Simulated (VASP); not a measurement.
Input of a VASP 6.6.1 run:

The input INCAR:

```
ALGO = Normal
EDIFF = 1E-6
ENCUT = 520
GGA = PE
ISIF = 2
ISMEAR = -1
LASPH = T
LCHARG = F
LREAL = F
LWAVE = F
NBANDS = 19
NELM = 60
PREC = Accurate
SIGMA = 0.02
```

File KPOINTS:

```
k-points
0
Gamma
  6 6 6
```

The input POSCAR:

```
SrCl2
1.0
    4.4072489055      0.0473779257      0.0000000000
   -2.1625939655      3.7931005501      0.0000000000
    0.0000000000      0.0000000000      5.5960650195
Sr Cl
1 2
Direct
    0.0000000000      0.0000000000      0.0000000000
    0.3364942985      0.6665036088      0.2488837254
    0.6635057015      0.3334963912      0.7511162746
```

Potentials or basis: VASP PAW PBE potentials, release 64 (Sr_sv, Cl).

The run is started by

```console
$ cat potpaw_PBE.64/Sr_sv/POTCAR potpaw_PBE.64/Cl/POTCAR > POTCAR
$ mpirun -np 1 vasp_std > vasp.out
```

(1) Estimate the largest force.

(2) Estimate the pressure.

(3) What does it give for the band gap on the k mesh?

## Answers

(1) 0.021 eV/Å.

(2) 1.3 GPa.

(3) 5.15 eV, direct.

Caveat: the cell differs from its parent crystal (shear xy strain +2.1%).
